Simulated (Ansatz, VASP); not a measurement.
## One calculation of TiOs, two programs

```
Ti Os
1.0
     3.08000    0.00000    0.00000
     0.00000    3.08000    0.00000
     0.00000    0.00000    3.11080
Ti Os
1 1
Direct
  0.50000 0.50000 0.50000
  0.00000 0.00000 0.00000
```

Change from the starting cell: zz strain of +1 %, crystal datasets.

Alike in both runs: task electric field gradients; functional PBEsol; k mesh 13 × 13 × 13; occupations fermi-dirac, width 0.03 eV; no spin polarisation.

```csv
,VASP,Ansatz
version,VASP 6.6.1,Ansatz 0.2.0
potentials or method,"VASP PAW PBE potentials, release 64 (Ti_sv, Os), cutoff 520 eV","all-electron PAW with datasets made for the crystal, scalar-relativistic"
```

VASP gave:

```
pressure (GPa)                                                : -7.1
traceless stress, the component that is largest in VASP (GPa) : -2.14
size of Vzz on the site where it differs most (V/Å²)          : 25.6
```

**Question.** What did Ansatz give for the same quantities?

**Answer.** Pressure (GPa): -7.0; traceless stress, the component that is largest in VASP (GPa): -2.13; size of Vzz on the site where it differs most (V/Å²): 29.0.

VASP's potentials were made for PBE, not for PBEsol. Ansatz ran all-electron here, and VASP with PAW potentials.

Neither program's run includes spin-orbit coupling.
